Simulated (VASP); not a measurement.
# Ru (C2/m) in VASP: single point with PBE

Aim: the single point of Ru with PBE.

Everything below comes from runs of VASP 6.6.1. Logs are shortened: lines on timing, memory, paths and dates and some standing lists are left out, and cuts for length are marked.

### 1 The cell of the first run

The structure is monoclinic, space group C2/m (No. 12). The conventional cell has a = 9.353 Å, b = 6.611 Å, c = 4.355 Å, α = 90.00°, β = 116.30°, γ = 90.00°. Ru (site symmetry m) has 1 Ru at 1.41 Å within 1.9 Å. Within 1.9 Å of Ru (site symmetry m) lie 1 Ru at 1.41 Å. Within 1.9 Å of Ru (site symmetry 1) lie 1 Ru at 1.41 Å.

### 2 Single point, PBE

The input, INCAR:

```
SYSTEM = Ru
ALGO = Fast
EDIFF = 1E-7
ENCUT = 520
GGA = PE
ISIF = 2
ISMEAR = 0
LASPH = .TRUE.
LCHARG = .FALSE.
LREAL = .FALSE.
LWAVE = .FALSE.
NBANDS = 66
NELM = 100
PREC = Accurate
SIGMA = 0.1
```

The input, KPOINTS:

```
k-points
0
G
  4 4 6
  0 0 0
```

The input, POSCAR:

```
Ru
1.0
    4.6765225840     -3.3052511563      0.0000000000
    4.6765225840      3.3052511563      0.0000000000
   -1.9295672506      0.0000000000      3.9041746359
Ru
8
Direct
    0.8260000000      0.8260000000      0.1740000000
    0.1740000000      0.1740000000      0.8260000000
    0.2480000000      0.2480000000      0.1860000000
    0.7520000000      0.7520000000      0.8140000000
    0.7691000000      0.3029000000      0.1810000000
    0.6971000000      0.2309000000      0.8190000000
    0.2309000000      0.6971000000      0.8190000000
    0.3029000000      0.7691000000      0.1810000000
```

Potentials or basis: VASP PAW PBE potentials, release 64 (Ru_pv).

The run is started by

```bash
> cat potpaw_PBE.64/Ru_pv/POTCAR > POTCAR
> mpirun -np 1 vasp_std > vasp.out
```

OUTCAR:

```text
SYSTEM = Ru
   EDIFF = 1E-7
   ENCUT = 520
   GGA = PE
   ISIF = 2
   ISMEAR = 0
   LASPH = .TRUE.
   LREAL = .FALSE.
   NELM = 100
   PREC = Accurate

 ion  position               nearest neighbor table
   1  0.826  0.826  0.174-   4 1.41   5 2.63   8 2.63   7 2.99   6 2.99   7 3.08   6 3.08   5 3.13
                             8 3.13   4 3.16   2 3.24
   2  0.174  0.174  0.826-   3 1.41   6 2.63   7 2.63   5 2.99   8 2.99   5 3.08   8 3.08   7 3.13
                             6 3.13   3 3.16   1 3.24
   3  0.248  0.248  0.186-   2 1.41   5 2.65   8 2.65   7 2.99   6 2.99   7 3.02   6 3.02   8 3.11
                             5 3.11   2 3.16
   4  0.752  0.752  0.814-   1 1.41   6 2.65   7 2.65   5 2.99   8 2.99   5 3.02   8 3.02   6 3.11
                             7 3.11   1 3.16
   5  0.769  0.303  0.181-   6 1.41   1 2.63   3 2.65   2 2.99   4 2.99   4 3.02   2 3.08   8 3.08
                             3 3.11   1 3.13   6 3.14
   6  0.697  0.231  0.819-   5 1.41   2 2.63   4 2.65   1 2.99   3 2.99   3 3.02   1 3.08   7 3.08
                             4 3.11   2 3.13   5 3.14
   7  0.231  0.697  0.819-   8 1.41   2 2.63   4 2.65   1 2.99   3 2.99   3 3.02   1 3.08   6 3.08
                             4 3.11   2 3.13   8 3.14
   8  0.303  0.769  0.181-   7 1.41   1 2.63   3 2.65   2 2.99   4 2.99   4 3.02   2 3.08   5 3.08
                             3 3.11   1 3.13   7 3.14

 -----------------------------------------------------------------------------
|                                                                             |
|           W    W    AA    RRRRR   N    N  II  N    N   GGGG   !!!           |
|           W    W   A  A   R    R  NN   N  II  NN   N  G    G  !!!           |
|           W    W  A    A  R    R  N N  N  II  N N  N  G       !!!           |
|           W WW W  AAAAAA  RRRRR   N  N N  II  N  N N  G  GGG   !            |
|           WW  WW  A    A  R   R   N   NN  II  N   NN  G    G                |
|           W    W  A    A  R    R  N    N  II  N    N   GGGG   !!!           |
|                                                                             |
|     The distance between some ions is very small. Please check the          |
|     nearest-neighbor list in the OUTCAR file.                               |
|     I HOPE YOU KNOW WHAT YOU ARE DOING!                                     |
|                                                                             |
 -----------------------------------------------------------------------------

  LATTYP: Found a base centered monoclinic cell.
 ALAT       =     9.3530451680
 B/A-ratio  =     0.7067754078
 C/A-ratio  =     0.4656211067
 COS(beta)  =    -0.4430719219

  Lattice vectors:

 A1 = (   4.6765225840,  -3.3052511563,   0.0000000000)
 A2 = (   4.6765225840,   3.3052511563,   0.0000000000)
 A3 = (  -1.9295672506,   0.0000000000,   3.9041746359)

Analysis of symmetry for initial positions (statically):
=====================================================================
 Subroutine PRICEL returns:
 Original cell was already a primitive cell.

 Routine SETGRP: Setting up the symmetry group for a
 base centered monoclinic supercell.

 Subroutine GETGRP returns: Found  4 space group operations
 (whereof  4 operations were pure point group operations)
 out of a pool of  4 trial point group operations.

The static configuration has the point symmetry C_2h.

Analysis of symmetry for dynamics (positions and initial velocities):
=====================================================================
 Subroutine PRICEL returns:
 Original cell was already a primitive cell.

 Routine SETGRP: Setting up the symmetry group for a
 base centered monoclinic supercell.

 Subroutine GETGRP returns: Found  4 space group operations
 (whereof  4 operations were pure point group operations)
 out of a pool of  4 trial point group operations.

The dynamic configuration has the point symmetry C_2h.

 Subroutine INISYM returns: Found  4 space group operations
 (whereof  4 operations are pure point group operations),
 and found     1 'primitive' translations

----------------------------------------------------------------------------------------

                                     Primitive cell

  volume of cell :     120.6943

  direct lattice vectors                    reciprocal lattice vectors
     4.676522584 -3.305251156  0.000000000     0.106917050 -0.151274435  0.052841806
     4.676522584  3.305251156  0.000000000     0.106917050  0.151274435  0.052841806
    -1.929567251  0.000000000  3.904174636     0.000000000  0.000000000  0.256136083

[... 37 lines left out ...]
     0.000000000  0.000000000  0.042689347     0.000000000  0.000000000  0.166666667

  Length of vectors
     0.048158246  0.048158246  0.042689347

  Shift w.r.t. Gamma in fractional coordinates (k-lattice)
     0.000000000  0.000000000  0.000000000

 Subroutine IBZKPT returns following result:
 ===========================================

 Found     34 irreducible k-points:

 Following reciprocal coordinates:
            Coordinates               Weight
  0.000000  0.000000  0.000000      1.000000
  0.250000  0.000000  0.000000      4.000000
  0.500000  0.000000  0.000000      2.000000
  0.250000  0.250000  0.000000      2.000000
  0.500000  0.250000  0.000000      4.000000
 -0.250000  0.250000  0.000000      2.000000
[... 16 lines left out ...]
  0.500000  0.250000  0.333333      4.000000
 -0.250000  0.250000  0.333333      4.000000
 [... further k-points ...]
   k-points           NKPTS =     34   k-points in BZ     NKDIM =     34   number of bands    NBANDS=     66
   number of dos      NEDOS =    301   number of ions     NIONS =      8
   total plane-waves  NPLWV =  73728
   dimension x,y,z NGX =    48 NGY =   48 NGZ =   32
   dimension x,y,z NGXF=    96 NGYF=   96 NGZF=   64
   ions per type =               8
   NGX,Y,Z   is equivalent  to a cutoff of  13.93, 13.93, 12.22 a.u.
   NGXF,Y,Z  is equivalent  to a cutoff of  27.87, 27.87, 24.43 a.u.
 SYSTEM =  Ru
   PREC   = accura    normal or accurate (medium, high low for compatibility)
   ISTART =      0    job   : 0-new  1-cont  2-samecut
   ICHARG =      2    charge: 1-file 2-atom 10-const
   ISPIN  =      1    spin polarized calculation?
   LNONCOLLINEAR =      F non collinear calculations
   LSORBIT =      F    spin-orbit coupling
   LASPH  =      T    aspherical Exc in radial PAW
   ENCUT  =  520.0 eV  38.22 Ry    6.18 a.u.  10.65 10.65  8.10*2*pi/ulx,y,z
   NELM   =    100;   NELMIN=  2; NELMDL= -5     # of ELM steps
   EDIFF  = 0.1E-06   stopping-criterion for ELM
   LREAL  =      F    real-space projection
   EDIFFG = 0.1E-05   stopping-criterion for IOM
   NSW    =      0    number of steps for IOM
   IBRION =     -1    ionic relax: 0-MD 1-quasi-New 2-CG
   NFREE  =      0    steps in history (QN), initial steepest desc. (CG)
   ISIF   =      2    stress and relaxation
   ISYM   =      2    0-nonsym 1-usesym 2-fastsym
   POTIM  = 0.5000    time-step for ionic-motion
   TEBEG  =    0.0;   TEEND  =   0.0 temperature during run
   PSTRESS=    0.0 pullay stress
   NELECT =     112.0000    total number of electrons
   NUPDOWN=      -1.0000    fix difference up-down
   EMIN   =  10.00;   EMAX   =-10.00  energy-range for DOS
   EFERMI =   0.00;   METHOD = LEGACY
   ISMEAR =     0;   SIGMA  =   0.10  broadening in eV -4-tet -1-fermi 0-gaus
   EFERMI_NEDOS =   21; number of points for ismear=-14 and -15
   IALGO  =     68    algorithm
   IMIX   =      4    mixing-type and parameters
     AMIX     =   0.40;   BMIX     =  1.00
     AMIX_MAG =   1.60;   BMIX_MAG =  1.00
  volume/ion in A,a.u.               =      15.09       101.81
  Fermi-wavevector in a.u.,A,eV,Ry     =   1.596805  3.017524 34.691954  2.549787
  Thomas-Fermi vector in A             =   2.694510
   LORBIT       =      0    0 simple, 1 ext, 2 COOP (PROOUT), +10 PAW based schemes
   GGA     = PE    functional components
   LHFCALC =     F    Hartree Fock is set to
   AEXX    =    0.0000 exact exchange contribution
   IVDW    =     0    specifies the selected vdW correction
   LEPSILON=     F    determine dielectric tensor
   LRPA    =     F    only Hartree local field effects (RPA)
 non-spin polarized calculation
 RMM-DIIS sequential band-by-band and
 Gauss-broadening in eV      SIGMA  =   0.10
  energy-cutoff  :      520.00
  volume of cell :      120.69
 maximum number of plane-waves:      3276
 NGX is ok and might be reduce to    48
   NGX = 21   NGY = 21   NGZ = 17

 number of electron     112.0000013 magnetization

 Free energy of the ion-electron system (eV)
  ---------------------------------------------------
  ext. energy  EPLUGINS =         0.00000000
  ---------------------------------------------------
  free energy    TOTEN  =        31.87155970 eV

  energy without entropy =       31.90924919  energy(sigma->0) =       31.89040444

 E-fermi :  12.2099     XC(G=0): -12.9321

 val. band max:       12.2071171755   @ k =  -0.2500   0.5000   0.1667
 cond. band min:      12.2142266085   @ k =   0.5000   0.5000   0.5000
 fundamental gap:      0.0071094331
 Fermi energy:        12.2099425939

 k-point     1 :       0.0000    0.0000    0.0000
  band No.  band energies     occupation
      1     -45.1478      2.00000
      2     -45.1319      2.00000
      3     -44.9009      2.00000
      4     -44.8964      2.00000
      5     -36.2498      2.00000
      6     -36.2497      2.00000
[... 1645 lines left out ...]
     65      15.0884      0.00000
     66      15.3943      0.00000

 [... further k-points ...]

------------------------ aborting loop because EDIFF is reached ----------------------------------------

  FORCE on cell =-STRESS in cart. coord.  units (eV):
  Direction    XX          YY          ZZ          XY          YZ          ZX
  --------------------------------------------------------------------------------------
  -------------------------------------------------------------------------------------
  Total        5.1552561      1.4364698    665.5969914      0.0000000      0.0000000     -6.0726618
  in kB       68.4343420     19.0686680   8835.5827663      0.0000000      0.0000000    -80.6126023
  external PRESSURE =    2974.3619254 kB  Pullay stress =       0.0000000 kB

 VOLUME and BASIS-vectors are now :
 -----------------------------------------------------------------------------
  energy-cutoff  :      520.00
  volume of cell :      120.69
      direct lattice vectors                 reciprocal lattice vectors
     4.676522584 -3.305251156  0.000000000     0.106917050 -0.151274435  0.052841806
     4.676522584  3.305251156  0.000000000     0.106917050  0.151274435  0.052841806
    -1.929567251  0.000000000  3.904174636     0.000000000  0.000000000  0.256136083

 POSITION                                       TOTAL-FORCE (eV/Angst)
 -----------------------------------------------------------------------------------
      7.38987      0.00000      0.67933        -1.503983      0.000000    120.439790
      0.03361      0.00000      3.22485         1.503983      0.000000   -120.439790
      1.96066      0.00000      0.72618         1.176546      0.000000    119.999316
      5.46282      0.00000      3.17800        -1.176546      0.000000   -119.999316
      4.66398     -1.54091      0.70666        -1.805710      1.775322    115.420307
      2.75950     -1.54091      3.19752         1.805710      1.775322   -115.420307
      2.75950      1.54091      3.19752         1.805710     -1.775322   -115.420307
      4.66398      1.54091      0.70666        -1.805710     -1.775322    115.420307
 -----------------------------------------------------------------------------------
    total drift:                               -0.000000     -0.000000      0.000000

  FREE ENERGIE OF THE ION-ELECTRON SYSTEM (eV)
  ---------------------------------------------------
  free  energy   TOTEN  =        31.8715596957 eV

  energy  without entropy=       31.9092491889  energy(sigma->0) =       31.89040444
```

Wall time 7.5 min (1 thread of Intel Xeon Platinum 8488C (Sapphire Rapids), shared host); peak memory 0.36 GiB.

What came out:

* Free energy: 31.8716 eV
* Pressure: 297.4 GPa
* Largest force: 120.449 eV/Å
* Band gap on the k mesh: zero (bands 56 and 57 overlap by 1.15 eV)

Forces in eV/Å, atoms in the order of the input:
```
Ru    -1.504    0.000  120.440
Ru     1.504    0.000 -120.440
Ru     1.177    0.000  119.999
Ru    -1.177    0.000 -119.999
Ru    -1.806    1.775  115.420
Ru     1.806    1.775 -115.420
Ru     1.806   -1.775 -115.420
Ru    -1.806   -1.775  115.420
```

Stress tensor (GPa, compression positive):
```
  6.84   0.00  -8.06
  0.00   1.91   0.00
 -8.06   0.00 883.56
```

Levels at points of the mesh, in eV from the Fermi level:
```tsv
k point	band 53	band 54	band 55	band 56	band 57	band 58	band 59	band 60
(0.00, 0.00, 0.00)	-1.59	-0.78	-0.78	-0.01	0.07	0.11	1.05	1.16
(0.50, 0.00, 0.00)	-1.72	-1.21	-0.77	-0.33	0.59	0.65	0.81	1.35
(0.50, 0.50, 0.00)	-1.80	-1.45	-1.31	-1.15	-1.03	-0.31	0.71	0.88
(0.00, 0.00, 0.50)	-1.19	-0.26	-0.21	-0.20	-0.13	-0.02	0.22	0.44
(0.50, 0.00, 0.50)	-1.06	-0.88	-0.54	-0.11	0.11	0.26	0.55	0.77
(0.50, 0.50, 0.50)	-1.15	-0.90	-0.34	0.00	0.13	0.55	1.06	1.24
```

Caveat: atoms lie so close that the PAW spheres overlap strongly, which falsifies energies and pressures; the stress differs along the axes, from 2 to 884 GPa; forces of over 1 eV/Å act on the atoms, so gaps and moduli don't describe the material at rest.
